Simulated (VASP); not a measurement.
# Ga (P2_1/m) in VASP: further runs

Ga is run at these levels: r2SCAN; tasks: single point.

Everything below comes from runs of VASP 6.6.1. Logs are shortened: lines on timing, memory, paths and dates and some standing lists are left out, and cuts for length are marked.

### Step 1. The cell of the first run

Symmetry: P2_1/m, No. 11, monoclinic system. The conventional cell has a = 2.722 Å, b = 3.215 Å, c = 4.124 Å, α = 90.00°, β = 108.61°, γ = 90.00°. Within 3.5 Å of Ga (site symmetry m) lie 10 Ga at 2.65 to 3.21 Å.

### Step 2. Single point, r2SCAN

POSCAR

```
Ga
1.0
    2.7217036785      0.0000000000      0.0000000000
    0.0000000000      3.2146183849      0.0000000000
   -1.3160064422      0.0000000000      3.9088161735
Ga
2
Direct
    0.1345962700      0.7500000000      0.7701668300
    0.8654037300      0.2500000000      0.2298331700
```

INCAR.step1

```
PREC = Accurate ; ENCUT = 520
ISMEAR = -1 ; SIGMA = 0.05
LREAL = False ; LASPH = True
NELM = 80 ; NBANDS = 20
GGA = PE ; ALGO = Normal
EDIFF = 1E-4 ; LWAVE = True
LCHARG = False
```

INCAR.step2

```
PREC = Accurate ; ENCUT = 520
EDIFF = 1E-6 ; ISMEAR = -1
SIGMA = 0.05 ; LREAL = False
LASPH = True ; NELM = 80
ALGO = Normal ; ISIF = 2
LWAVE = False ; LCHARG = False
METAGGA = R2SCAN ; LMIXTAU = True
NBANDS = 20 ; ISTART = 1
```

KPOINTS

```
Automatic mesh
0
Gamma
  10 8 7
```

Potentials or basis: VASP PAW PBE potentials, release 64 (Ga_d).

Command:

```
$ cat potpaw_PBE.64/Ga_d/POTCAR > POTCAR
$ cp INCAR.step1 INCAR
$ mpirun -np 1 vasp_std > vasp.out
$ cp INCAR.step2 INCAR
$ mpirun -np 1 vasp_std > vasp.out
```

OUTCAR:

```text
PREC = Accurate
   ENCUT = 520
   EDIFF = 1E-6
   ISMEAR = -1
   LREAL = False
   LASPH = True
   NELM = 80
   ISIF = 2
   METAGGA = R2SCAN
   ISTART = 1

 ion  position               nearest neighbor table
   1  0.135  0.750  0.770-   2 2.65   2 2.65   2 2.76   2 2.76   2 2.78   2 2.78
   2  0.865  0.250  0.230-   1 2.65   1 2.65   1 2.76   1 2.76   1 2.78   1 2.78

  LATTYP: Found a simple monoclinic cell.
 ALAT       =     2.7217036785
 B/A-ratio  =     1.1811052064
 C/A-ratio  =     1.5153762184
 COS(beta)  =    -0.3190778872

  Lattice vectors:

 A1 = (   2.7217036785,   0.0000000000,   0.0000000000)
 A2 = (   0.0000000000,   3.2146183849,   0.0000000000)
 A3 = (  -1.3160064422,   0.0000000000,   3.9088161735)

Analysis of symmetry for initial positions (statically):
=====================================================================
 Subroutine PRICEL returns:
 Original cell was already a primitive cell.

 Routine SETGRP: Setting up the symmetry group for a
 simple monoclinic supercell.

 Subroutine GETGRP returns: Found  4 space group operations
 (whereof  2 operations were pure point group operations)
 out of a pool of  4 trial point group operations.

The static configuration has the point symmetry S_2 .
 The point group associated with its full space group is C_2h.

Analysis of symmetry for dynamics (positions and initial velocities):
=====================================================================
 Subroutine PRICEL returns:
 Original cell was already a primitive cell.

 Routine SETGRP: Setting up the symmetry group for a
 simple monoclinic supercell.

 Subroutine GETGRP returns: Found  4 space group operations
 (whereof  2 operations were pure point group operations)
 out of a pool of  4 trial point group operations.

The dynamic configuration has the point symmetry S_2 .
 The point group associated with its full space group is C_2h.

 Subroutine INISYM returns: Found  4 space group operations
 (whereof  2 operations are pure point group operations),
 and found     1 'primitive' translations

----------------------------------------------------------------------------------------

                                     Primitive cell

  volume of cell :      34.1992

  direct lattice vectors                    reciprocal lattice vectors
     2.721703678  0.000000000  0.000000000     0.367416926  0.000000000  0.123700635
     0.000000000  3.214618385  0.000000000     0.000000000  0.311078915  0.000000000
    -1.316006442  0.000000000  3.908816173     0.000000000  0.000000000  0.255831934

  length of vectors
     2.721703678  3.214618385  4.124405028     0.387681628  0.311078915  0.255831934

  position of ions in fractional coordinates (direct lattice)
     0.134596270  0.750000000  0.770166830
     0.865403730  0.250000000  0.229833170

  ion indices of the primitive-cell ions
   primitive index   ion index
                 1           1
                 2           2

----------------------------------------------------------------------------------------

 KPOINTS: Automatic mesh

Automatic generation of k-mesh.
 Grid dimensions read from file:
 generate k-points for:   10    8    7

 Generating k-lattice:

  Cartesian coordinates                     Fractional coordinates (reciprocal lattice)
     0.036741693  0.000000000  0.012370063     0.100000000  0.000000000  0.000000000
     0.000000000  0.038884864  0.000000000     0.000000000  0.125000000  0.000000000
     0.000000000  0.000000000  0.036547419     0.000000000  0.000000000  0.142857143

  Length of vectors
     0.038768163  0.038884864  0.036547419

  Shift w.r.t. Gamma in fractional coordinates (k-lattice)
     0.000000000  0.000000000  0.000000000

 Subroutine IBZKPT returns following result:
 ===========================================

 Found    180 irreducible k-points:

 Following reciprocal coordinates:
            Coordinates               Weight
  0.000000  0.000000  0.000000      1.000000
  0.100000  0.000000  0.000000      2.000000
  0.200000  0.000000  0.000000      2.000000
  0.300000  0.000000 -0.000000      2.000000
  0.400000  0.000000  0.000000      2.000000
  0.500000  0.000000  0.000000      1.000000
[... 16 lines left out ...]
  0.400000  0.375000  0.000000      4.000000
  0.500000  0.375000  0.000000      2.000000
 [... further k-points ...]
   k-points           NKPTS =    180   k-points in BZ     NKDIM =    180   number of bands    NBANDS=     20
   number of dos      NEDOS =    301   number of ions     NIONS =      2
   total plane-waves  NPLWV =  15360
   dimension x,y,z NGX =    20 NGY =   24 NGZ =   32
   dimension x,y,z NGXF=    40 NGYF=   48 NGZF=   64
   ions per type =               2
   NGX,Y,Z   is equivalent  to a cutoff of  12.22, 12.41, 12.90 a.u.
   NGXF,Y,Z  is equivalent  to a cutoff of  24.43, 24.82, 25.80 a.u.
 SYSTEM =  unknown system
   PREC   = accura    normal or accurate (medium, high low for compatibility)
   ISTART =      1    job   : 0-new  1-cont  2-samecut
   ICHARG =      0    charge: 1-file 2-atom 10-const
   ISPIN  =      1    spin polarized calculation?
   LNONCOLLINEAR =      F non collinear calculations
   LSORBIT =      F    spin-orbit coupling
   LASPH  =      T    aspherical Exc in radial PAW
   ENCUT  =  520.0 eV  38.22 Ry    6.18 a.u.   5.06  5.98  7.67*2*pi/ulx,y,z
   NELM   =     80;   NELMIN=  2; NELMDL=  0     # of ELM steps
   EDIFF  = 0.1E-05   stopping-criterion for ELM
   LREAL  =      F    real-space projection
   EDIFFG = 0.1E-04   stopping-criterion for IOM
   NSW    =      0    number of steps for IOM
   IBRION =     -1    ionic relax: 0-MD 1-quasi-New 2-CG
   NFREE  =      0    steps in history (QN), initial steepest desc. (CG)
   ISIF   =      2    stress and relaxation
   ISYM   =      2    0-nonsym 1-usesym 2-fastsym
   POTIM  = 0.5000    time-step for ionic-motion
   TEBEG  =    0.0;   TEEND  =   0.0 temperature during run
   PSTRESS=    0.0 pullay stress
   NELECT =      26.0000    total number of electrons
   NUPDOWN=      -1.0000    fix difference up-down
   EMIN   =  10.00;   EMAX   =-10.00  energy-range for DOS
   EFERMI =   0.00;   METHOD = LEGACY
   ISMEAR =    -1;   SIGMA  =   0.05  broadening in eV -4-tet -1-fermi 0-gaus
   EFERMI_NEDOS =   21; number of points for ismear=-14 and -15
   IALGO  =     38    algorithm
   IMIX   =      4    mixing-type and parameters
     AMIX     =   0.40;   BMIX     =  1.00
     AMIX_MAG =   1.60;   BMIX_MAG =  1.00
  volume/ion in A,a.u.               =      17.10       115.39
  Fermi-wavevector in a.u.,A,eV,Ry     =   1.494150  2.823534 30.374779  2.232483
  Thomas-Fermi vector in A             =   2.606459
   LORBIT       =      0    0 simple, 1 ext, 2 COOP (PROOUT), +10 PAW based schemes
   METAGGA = R2SCAN    functional components
   LHFCALC =     F    Hartree Fock is set to
   AEXX    =    0.0000 exact exchange contribution
   IVDW    =     0    specifies the selected vdW correction
   LEPSILON=     F    determine dielectric tensor
   LRPA    =     F    only Hartree local field effects (RPA)
 non-spin polarized calculation
  energy-cutoff  :      520.00
  volume of cell :       34.20
 maximum number of plane-waves:       934
   NGX = 11   NGY = 11   NGZ = 15

 number of electron      26.0000014 magnetization

 Free energy of the ion-electron system (eV)
  ---------------------------------------------------
  ext. energy  EPLUGINS =         0.00000000
  ---------------------------------------------------
  free energy    TOTEN  =       -22.70807690 eV

  energy without entropy =      -22.70289260  energy(sigma->0) =      -22.70548475

 E-fermi :   6.4064     XC(G=0): -12.6226

 val. band max:        6.3917500520   @ k =  -0.3000   0.0000   0.2857
 cond. band min:       6.4103699089   @ k =   0.1000   0.1250   0.1429
 fundamental gap:      0.0186198569
 Fermi energy:         6.4063509767

 k-point     1 :       0.0000    0.0000    0.0000
  band No.  band energies     occupation
      1      -9.4918      2.00000
      2      -9.4702      2.00000
      3      -9.4119      2.00000
      4      -9.3933      2.00000
      5      -9.0783      2.00000
      6      -9.0770      2.00000
[... 12 lines left out ...]
     19      18.6266      0.00000
     20      20.4177      0.00000

 k-point     2 :       0.1000    0.0000    0.0000
  band No.  band energies     occupation
      1      -9.4719      2.00000
      2      -9.4613      2.00000
      3      -9.3914      2.00000
      4      -9.3453      2.00000
      5      -9.0981      2.00000
      6      -9.0954      2.00000
[... 12 lines left out ...]
     19      19.0620      0.00000
     20      21.8501      0.00000

 k-point     3 :       0.2000    0.0000    0.0000
  band No.  band energies     occupation
      1      -9.4392      2.00000
      2      -9.4296      2.00000
      3      -9.3297      2.00000
      4      -9.2431      2.00000
      5      -9.1546      2.00000
      6      -9.1341      2.00000
[... 12 lines left out ...]
     19      19.3077      0.00000
     20      23.0758      0.00000

 k-point     4 :       0.3000    0.0000   -0.0000
  band No.  band energies     occupation
      1      -9.4156      2.00000
      2      -9.3897      2.00000
      3      -9.2841      2.00000
      4      -9.2463      2.00000
      5      -9.2273      2.00000
      6      -9.0877      2.00000
[... 12 lines left out ...]
     19      19.6281      0.00000
     20      21.7729      0.00000

 k-point     5 :       0.4000    0.0000    0.0000
  band No.  band energies     occupation
      1      -9.4003      2.00000
      2      -9.3891      2.00000
      3      -9.2897      2.00000
      4      -9.2890      2.00000
      5      -9.2552      2.00000
      6      -9.0972      2.00000
[... 12 lines left out ...]
     19      18.6166      0.00000
     20      20.2149      0.00000
[... 353 lines left out ...]
      6      -9.1629      2.00000
[... 12 lines left out ...]
     19      17.0433      0.00000
     20      19.0449      0.00000

 k-point    22 :       0.3000    0.3750   -0.0000
  band No.  band energies     occupation
      1      -9.4435      2.00000
      2      -9.3777      2.00000
      3      -9.3222      2.00000
      4      -9.2425      2.00000
      5      -9.1518      2.00000
      6      -9.1370      2.00000
[... 12 lines left out ...]
     19      15.3217      0.00000
     20      17.4944      0.00000

 k-point    23 :       0.4000    0.3750    0.0000
  band No.  band energies     occupation
      1      -9.4657      2.00000
      2      -9.3807      2.00000
      3      -9.3743      2.00000
      4      -9.2980      2.00000
      5      -9.1497      2.00000
      6      -9.0857      2.00000
[... 12 lines left out ...]
     19      15.8170      0.00000
     20      18.9128      0.00000

 k-point    24 :       0.5000    0.3750    0.0000
  band No.  band energies     occupation
      1      -9.4754      2.00000
      2      -9.4028      2.00000
      3      -9.3589      2.00000
      4      -9.3380      2.00000
      5      -9.1511      2.00000
      6      -9.0591      2.00000
[... 12 lines left out ...]
     19      18.0128      0.00000
     20      18.6482      0.00000

 [... further k-points ...]
[... 5 lines left out ...]
  --------------------------------------------------------------------------------------
  -------------------------------------------------------------------------------------
  Total        1.1308479      0.6954612      0.8745084      0.0000000      0.0000000     -0.1022029
  in kB       52.9784541     32.5812669     40.9693485      0.0000000      0.0000000     -4.7880459
  external PRESSURE =      42.1763565 kB  Pullay stress =       0.0000000 kB

 VOLUME and BASIS-vectors are now :
 -----------------------------------------------------------------------------
  energy-cutoff  :      520.00
  volume of cell :       34.20
      direct lattice vectors                 reciprocal lattice vectors
     2.721703678  0.000000000  0.000000000     0.367416926  0.000000000  0.123700635
     0.000000000  3.214618385  0.000000000     0.000000000  0.311078915  0.000000000
    -1.316006442  0.000000000  3.908816173     0.000000000  0.000000000  0.255831934

 POSITION                                       TOTAL-FORCE (eV/Angst)
 -----------------------------------------------------------------------------------
     -0.64721      2.41096      3.01044        -0.020921     -0.000000     -0.081615
      2.05291      0.80365      0.89838         0.020921      0.000000      0.081615
 -----------------------------------------------------------------------------------
    total drift:                               -0.000000      0.000000      0.000000

  FREE ENERGIE OF THE ION-ELECTRON SYSTEM (eV)
  ---------------------------------------------------
  free  energy   TOTEN  =       -22.7080769043 eV

  energy  without entropy=      -22.7028925997  energy(sigma->0) =      -22.70548475
```

Wall time 2.3 min (1 thread of Intel Xeon 6975P-C (Granite Rapids), shared host); peak memory 0.22 GiB.

Results:

```
Free energy            : -22.7081 eV
Pressure               : 4.2 GPa
Largest force          : 0.084 eV/Å
Band gap on the k mesh : zero (band 13 reaches 10.89 eV, above the bottom of band 14 at 1.73 eV)
```

Forces in eV/Å, atoms in the order of the input:
```
Ga  -0.021  0.000 -0.082
Ga   0.021  0.000  0.082
```

Stress tensor (GPa, compression positive):
```
 5.30  0.00 -0.48
 0.00  3.26  0.00
-0.48  0.00  4.10
```

Caveat: the PAW data sets were made with another functional, which shifts forces and pressure a little.

(Part 1 of 2 ends here.)
